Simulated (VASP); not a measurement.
# InSb (Pmma) in VASP: a series of runs

Runs on InSb. Level: PBE. Tasks: single point.

Program: VASP 6.6.1. These are calculated values, not measurements. Logs are shortened: lines on timing, memory, paths and dates and some standing lists are left out, and cuts for length are marked.

**1. The cell of the first run**

The structure is orthorhombic, space group Pmma (No. 51). Conventional cell: a = 4.692 Å, b = 4.692 Å, c = 13.270 Å, α = 90.00°, β = 90.00°, γ = 90.00°. Within 3.8 Å of In (site symmetry mm2) lie 2 Sb at 2.87 Å and 2 In at 2.87 Å. In (site symmetry mm2) has 4 Sb at 2.87 Å within 3.8 Å. Sb (site symmetry mm2) has 4 In at 2.87 Å within 3.8 Å. Within 3.8 Å of Sb (site symmetry mm2) lie 2 Sb at 2.87 Å and 2 In at 2.87 Å.

**2. Single point, PBE**

Contents of INCAR:

```
  PREC = Accurate
  ENCUT = 520
  EDIFF = 1E-6
  ISMEAR = 0
  SIGMA = 0.1
  LREAL = False
  LASPH = True
  NELM = 80
  ALGO = Normal
  ISIF = 2
  LWAVE = False
  LCHARG = False
  GGA = PE
  NBANDS = 46
```

Contents of KPOINTS:

```
regular mesh
0
Gamma
  8 8 3
```

Contents of POSCAR:

```
InSb
1.0
    4.6915474132      0.0000000000      0.0000000000
    0.0000000000      4.6915474132      0.0000000000
    0.0000000000      0.0000000000     13.2696999605
In Sb
4 4
Direct
    0.0000000000      0.0000000000      0.0000000000
    0.5000000000      0.5000000000      0.2500000000
    0.0000000000      0.5000000000      0.6250000000
    0.5000000000      0.0000000000      0.8750000000
    0.0000000000      0.5000000000      0.1250000000
    0.5000000000      0.0000000000      0.3750000000
    0.0000000000      0.0000000000      0.5000000000
    0.5000000000      0.5000000000      0.7500000000
```

Potentials or basis: VASP PAW PBE potentials, release 64 (In_d, Sb).

Started as:

```console
> cat potpaw_PBE.64/In_d/POTCAR potpaw_PBE.64/Sb/POTCAR > POTCAR
> mpirun -np 1 vasp_std > vasp.out
```

OUTCAR:

```text
PREC = Accurate
   ENCUT = 520
   EDIFF = 1E-6
   ISMEAR = 0
   LREAL = False
   LASPH = True
   NELM = 80
   ISIF = 2
   GGA = PE

 ion  position               nearest neighbor table
   1  0.000  0.000  0.000-   4 2.87   5 2.87   5 2.87   4 2.87
   2  0.500  0.500  0.250-   5 2.87   6 2.87   6 2.87   5 2.87
   3  0.000  0.500  0.625-   7 2.87   8 2.87   7 2.87   8 2.87
   4  0.500  0.000  0.875-   1 2.87   8 2.87   8 2.87   1 2.87
   5  0.000  0.500  0.125-   1 2.87   2 2.87   1 2.87   2 2.87
   6  0.500  0.000  0.375-   2 2.87   7 2.87   2 2.87   7 2.87
   7  0.000  0.000  0.500-   3 2.87   6 2.87   3 2.87   6 2.87
   8  0.500  0.500  0.750-   3 2.87   4 2.87   4 2.87   3 2.87

  LATTYP: Found a simple tetragonal cell.
 ALAT       =     4.6915474132
 C/A-ratio  =     2.8284271247

  Lattice vectors:

 A1 = (   4.6915474132,   0.0000000000,   0.0000000000)
 A2 = (   0.0000000000,   4.6915474132,   0.0000000000)
 A3 = (   0.0000000000,   0.0000000000,  13.2696999605)

Analysis of symmetry for initial positions (statically):
=====================================================================
 Subroutine PRICEL returns:
 Original cell was already a primitive cell.

 Routine SETGRP: Setting up the symmetry group for a
 simple tetragonal supercell.

 Subroutine GETGRP returns: Found  8 space group operations
 (whereof  4 operations were pure point group operations)
 out of a pool of 16 trial point group operations.

The static configuration has the point symmetry C_2v.
 The point group associated with its full space group is D_2h.

Analysis of symmetry for dynamics (positions and initial velocities):
=====================================================================
 Subroutine PRICEL returns:
 Original cell was already a primitive cell.

 Routine SETGRP: Setting up the symmetry group for a
 simple tetragonal supercell.

 Subroutine GETGRP returns: Found  8 space group operations
 (whereof  4 operations were pure point group operations)
 out of a pool of 16 trial point group operations.

The dynamic configuration has the point symmetry C_2v.
 The point group associated with its full space group is D_2h.

 Subroutine INISYM returns: Found  8 space group operations
 (whereof  4 operations are pure point group operations),
 and found     1 'primitive' translations

----------------------------------------------------------------------------------------

                                     Primitive cell

  volume of cell :     292.0743

  direct lattice vectors                    reciprocal lattice vectors
     4.691547413  0.000000000  0.000000000     0.213149290  0.000000000  0.000000000
     0.000000000  4.691547413  0.000000000     0.000000000  0.213149290  0.000000000
     0.000000000  0.000000000 13.269699961     0.000000000  0.000000000  0.075359654

  length of vectors
     4.691547413  4.691547413 13.269699961     0.213149290  0.213149290  0.075359654

  position of ions in fractional coordinates (direct lattice)
     0.000000000  0.000000000  0.000000000
     0.500000000  0.500000000  0.250000000
     0.000000000  0.500000000  0.625000000
     0.500000000  0.000000000  0.875000000
     0.000000000  0.500000000  0.125000000
     0.500000000  0.000000000  0.375000000
     0.000000000  0.000000000  0.500000000
     0.500000000  0.500000000  0.750000000

  ion indices of the primitive-cell ions
   primitive index   ion index
                 1           1
                 2           2
                 3           3
                 4           4
                 5           5
                 6           6
                 7           7
                 8           8

----------------------------------------------------------------------------------------

 KPOINTS: regular mesh

Automatic generation of k-mesh.
 Grid dimensions read from file:
 generate k-points for:    8    8    3

 Generating k-lattice:

  Cartesian coordinates                     Fractional coordinates (reciprocal lattice)
     0.026643661  0.000000000  0.000000000     0.125000000  0.000000000  0.000000000
     0.000000000  0.026643661  0.000000000     0.000000000  0.125000000  0.000000000
     0.000000000  0.000000000  0.025119885     0.000000000  0.000000000  0.333333333

  Length of vectors
     0.026643661  0.026643661  0.025119885

  Shift w.r.t. Gamma in fractional coordinates (k-lattice)
     0.000000000  0.000000000  0.000000000

 Subroutine IBZKPT returns following result:
 ===========================================

 Found     50 irreducible k-points:

 Following reciprocal coordinates:
            Coordinates               Weight
  0.000000  0.000000  0.000000      1.000000
  0.125000  0.000000  0.000000      2.000000
  0.000000  0.125000  0.000000      2.000000
  0.250000  0.000000  0.000000      2.000000
  0.000000  0.250000  0.000000      2.000000
  0.375000  0.000000  0.000000      2.000000
[... 16 lines left out ...]
  0.500000  0.375000  0.000000      2.000000
 -0.375000  0.500000  0.000000      2.000000
 [... further k-points ...]
   k-points           NKPTS =     50   k-points in BZ     NKDIM =     50   number of bands    NBANDS=     46
   number of dos      NEDOS =    301   number of ions     NIONS =      8
   total plane-waves  NPLWV = 129600
   dimension x,y,z NGX =    36 NGY =   36 NGZ =  100
   dimension x,y,z NGXF=    72 NGYF=   72 NGZF=  200
   ions per type =               4   4
   NGX,Y,Z   is equivalent  to a cutoff of  12.76, 12.76, 12.53 a.u.
   NGXF,Y,Z  is equivalent  to a cutoff of  25.51, 25.51, 25.06 a.u.
 SYSTEM =  unknown system
   PREC   = accura    normal or accurate (medium, high low for compatibility)
   ISTART =      0    job   : 0-new  1-cont  2-samecut
   ICHARG =      2    charge: 1-file 2-atom 10-const
   ISPIN  =      1    spin polarized calculation?
   LNONCOLLINEAR =      F non collinear calculations
   LSORBIT =      F    spin-orbit coupling
   LASPH  =      T    aspherical Exc in radial PAW
   ENCUT  =  520.0 eV  38.22 Ry    6.18 a.u.   8.72  8.72 24.67*2*pi/ulx,y,z
   NELM   =     80;   NELMIN=  2; NELMDL= -5     # of ELM steps
   EDIFF  = 0.1E-05   stopping-criterion for ELM
   LREAL  =      F    real-space projection
   EDIFFG = 0.1E-04   stopping-criterion for IOM
   NSW    =      0    number of steps for IOM
   IBRION =     -1    ionic relax: 0-MD 1-quasi-New 2-CG
   NFREE  =      0    steps in history (QN), initial steepest desc. (CG)
   ISIF   =      2    stress and relaxation
   ISYM   =      2    0-nonsym 1-usesym 2-fastsym
   POTIM  = 0.5000    time-step for ionic-motion
   TEBEG  =    0.0;   TEEND  =   0.0 temperature during run
   PSTRESS=    0.0 pullay stress
   NELECT =      72.0000    total number of electrons
   NUPDOWN=      -1.0000    fix difference up-down
   EMIN   =  10.00;   EMAX   =-10.00  energy-range for DOS
   EFERMI =   0.00;   METHOD = LEGACY
   ISMEAR =     0;   SIGMA  =   0.10  broadening in eV -4-tet -1-fermi 0-gaus
   EFERMI_NEDOS =   21; number of points for ismear=-14 and -15
   IALGO  =     38    algorithm
   IMIX   =      4    mixing-type and parameters
     AMIX     =   0.40;   BMIX     =  1.00
     AMIX_MAG =   1.60;   BMIX_MAG =  1.00
  volume/ion in A,a.u.               =      36.51       246.38
  Fermi-wavevector in a.u.,A,eV,Ry     =   1.026490  1.939784 14.336199  1.053681
  Thomas-Fermi vector in A             =   2.160385
   LORBIT       =      0    0 simple, 1 ext, 2 COOP (PROOUT), +10 PAW based schemes
   GGA     = PE    functional components
   LHFCALC =     F    Hartree Fock is set to
   AEXX    =    0.0000 exact exchange contribution
   IVDW    =     0    specifies the selected vdW correction
   LEPSILON=     F    determine dielectric tensor
   LRPA    =     F    only Hartree local field effects (RPA)
 non-spin polarized calculation
 Gauss-broadening in eV      SIGMA  =   0.10
  energy-cutoff  :      520.00
  volume of cell :      292.07
 maximum number of plane-waves:      7926
   NGX = 17   NGY = 17   NGZ = 49

 number of electron      72.0000032 magnetization

 Free energy of the ion-electron system (eV)
  ---------------------------------------------------
  ext. energy  EPLUGINS =         0.00000000
  ---------------------------------------------------
  free energy    TOTEN  =       -26.88039485 eV

  energy without entropy =      -26.87177795  energy(sigma->0) =      -26.87608640

 E-fermi :   4.7623     XC(G=0):  -8.4023

 val. band max:        4.7212830635   @ k =  -0.1250   0.2500   0.0000
 cond. band min:       4.8093342292   @ k =   0.0000   0.5000   0.0000
 fundamental gap:      0.0880511658
 Fermi energy:         4.7623460125

 k-point     1 :       0.0000    0.0000    0.0000
  band No.  band energies     occupation
      1     -10.1829      2.00000
      2     -10.1778      2.00000
      3     -10.1454      2.00000
      4     -10.1432      2.00000
      5     -10.1193      2.00000
      6     -10.1178      2.00000
[... 38 lines left out ...]
     45       7.2761      0.00000
     46       8.1068      0.00000

 k-point     2 :       0.1250    0.0000    0.0000
  band No.  band energies     occupation
      1     -10.1803      2.00000
      2     -10.1756      2.00000
      3     -10.1451      2.00000
      4     -10.1431      2.00000
      5     -10.1234      2.00000
      6     -10.1220      2.00000
[... 38 lines left out ...]
     45       7.3848      0.00000
     46       8.5737      0.00000

 k-point     3 :       0.0000    0.1250    0.0000
  band No.  band energies     occupation
      1     -10.1822      2.00000
      2     -10.1757      2.00000
      3     -10.1474      2.00000
      4     -10.1448      2.00000
      5     -10.1191      2.00000
      6     -10.1177      2.00000
[... 1018 lines left out ...]
     45       8.7864      0.00000
     46       8.7864      0.00000

 k-point    24 :      -0.3750    0.5000    0.0000
  band No.  band energies     occupation
      1     -10.1831      2.00000
      2     -10.1762      2.00000
      3     -10.1496      2.00000
      4     -10.1496      2.00000
      5     -10.1188      2.00000
      6     -10.1186      2.00000
[... 38 lines left out ...]
     45       8.9089      0.00000
     46       9.2785      0.00000

 [... further k-points ...]

------------------------ aborting loop because EDIFF is reached ----------------------------------------

  FORCE on cell =-STRESS in cart. coord.  units (eV):
  Direction    XX          YY          ZZ          XY          YZ          ZX
  --------------------------------------------------------------------------------------
  -------------------------------------------------------------------------------------
  Total        1.6124432      2.3471125      1.6081385      0.0000000      0.0000000      0.0000000
  in kB        8.8450785     12.8751166      8.8214649      0.0000000      0.0000000      0.0000000
  external PRESSURE =      10.1805533 kB  Pullay stress =       0.0000000 kB

 VOLUME and BASIS-vectors are now :
 -----------------------------------------------------------------------------
  energy-cutoff  :      520.00
  volume of cell :      292.07
      direct lattice vectors                 reciprocal lattice vectors
     4.691547413  0.000000000  0.000000000     0.213149290  0.000000000  0.000000000
     0.000000000  4.691547413  0.000000000     0.000000000  0.213149290  0.000000000
     0.000000000  0.000000000 13.269699961     0.000000000  0.000000000  0.075359654

 POSITION                                       TOTAL-FORCE (eV/Angst)
 -----------------------------------------------------------------------------------
      0.00000      0.00000      0.00000         0.000000      0.000000      0.010048
      2.34577      2.34577      3.31742         0.000000      0.000000     -0.225654
      0.00000      2.34577      8.29356         0.000000      0.000000      0.225654
      2.34577      0.00000     11.61099         0.000000      0.000000     -0.010048
      0.00000      2.34577      1.65871         0.000000      0.000000      0.213204
      2.34577      0.00000      4.97614         0.000000      0.000000      0.068096
      0.00000      0.00000      6.63485         0.000000      0.000000     -0.068096
      2.34577      2.34577      9.95227         0.000000      0.000000     -0.213204
 -----------------------------------------------------------------------------------
    total drift:                                0.000000      0.000000      0.000000

  FREE ENERGIE OF THE ION-ELECTRON SYSTEM (eV)
  ---------------------------------------------------
  free  energy   TOTEN  =       -26.8803948467 eV

  energy  without entropy=      -26.8717779541  energy(sigma->0) =      -26.87608640
```

Wall time 13 min (1 thread of Intel Xeon Platinum 8559C (Emerald Rapids), shared host); peak memory 0.69 GiB.

What came out:

```yaml
Free_energy: -26.8804 eV
Pressure: 1.0 GPa
Largest_force: 0.226 eV/Å
Band_gap_on_the_k_mesh: zero (bands 36 and 37 overlap by 0.01 eV)
```

Forces on the atoms (eV/Å):
```
In   0.000  0.000  0.010
In   0.000  0.000 -0.226
In   0.000  0.000  0.226
In   0.000  0.000 -0.010
Sb   0.000  0.000  0.213
Sb   0.000  0.000  0.068
Sb   0.000  0.000 -0.068
Sb   0.000  0.000 -0.213
```

Caveat: semilocal functionals underestimate gaps, and a narrow one can read as zero; spin-orbit coupling is left out, which moves the levels of the heavy elements.

**3. Single point, PBE**

This run uses another cell than the first one, of 37.26 Å³/atom.

Contents of INCAR:

```
SYSTEM = InSb
ALGO = Normal
EDIFF = 1E-7
ENCUT = 520
GGA = PE
ISIF = 2
ISMEAR = 0
LASPH = .TRUE.
LCHARG = .TRUE.
LELF = .TRUE.
LREAL = .FALSE.
LVHAR = .TRUE.
LWAVE = .FALSE.
NBANDS = 46
NELM = 100
PREC = Accurate
SIGMA = 0.1
```

Contents of KPOINTS:

```
k-points
0
G
  8 8 3
  0 0 0
```

Contents of POSCAR:

```
InSb
1.0
    4.6915474132      0.0000000000      0.0000000000
    0.0000000000      4.6915474132      0.0000000000
    0.0000000000      0.0000000000     13.5430938821
In Sb
4 4
Direct
    0.0000000000      0.0000000000      0.0014764659
    0.5000000000      0.5000000000      0.2488668137
    0.0000000000      0.5000000000      0.6261331863
    0.5000000000      0.0000000000      0.8735235341
    0.0000000000      0.5000000000      0.1275207988
    0.5000000000      0.0000000000      0.3753834196
    0.0000000000      0.0000000000      0.4996165804
    0.5000000000      0.5000000000      0.7474792012
```

Potentials or basis: VASP PAW PBE potentials, release 64 (In_d, Sb).

Started as:

```console
> cat potpaw_PBE.64/In_d/POTCAR potpaw_PBE.64/Sb/POTCAR > POTCAR
> mpirun -np 1 vasp_std > vasp.out
```

Run time: 15 min. Hardware: 1 thread of Intel Xeon Platinum 8559C (Emerald Rapids), shared host; peak memory 0.73 GiB.

The run converged. Its results:

```yaml
Free_energy: -26.9086 eV
Pressure: 0.4 GPa
Largest_force: 0.005 eV/Å
Band_gap_on_the_k_mesh: zero (bands 36 and 37 overlap by 0.09 eV)
```

Forces in eV/Å, atoms in the order of the input:
```
In   0.000  0.000  0.003
In   0.000  0.000  0.003
In   0.000  0.000 -0.003
In   0.000  0.000 -0.003
Sb   0.000  0.000 -0.002
Sb   0.000  0.000 -0.005
Sb   0.000  0.000  0.005
Sb   0.000  0.000  0.002
```

Stress tensor (GPa, compression positive):
```
0.54 0.00 0.00
0.00 0.51 0.00
0.00 0.00 0.00
```

Levels at points of the mesh, in eV from the Fermi level:
```csv
k point,band 32,band 33,band 34,band 35,band 36,band 37,band 38,band 39,band 40,band 41
"(0.00, 0.00, 0.00)",-1.58,-1.48,-1.25,-0.57,-0.22,0.31,0.89,1.08,1.43,1.48
"(0.50, 0.00, 0.00)",-1.53,-1.11,-1.11,-1.05,-1.05,-0.10,-0.10,1.72,1.72,2.52
"(0.00, 0.50, 0.00)",-1.30,-1.30,-1.27,-1.27,-0.90,-0.02,0.89,1.48,1.65,1.94
"(0.50, 0.50, 0.00)",-2.91,-2.39,-2.39,-1.73,-1.73,0.66,0.66,0.95,0.95,2.96
```

Caveat: semilocal functionals underestimate gaps, and a narrow one can read as zero; spin-orbit coupling is left out, which moves the levels of the heavy elements.

The gap in the log of VASP goes by the Fermi energy; the results here count the filled bands.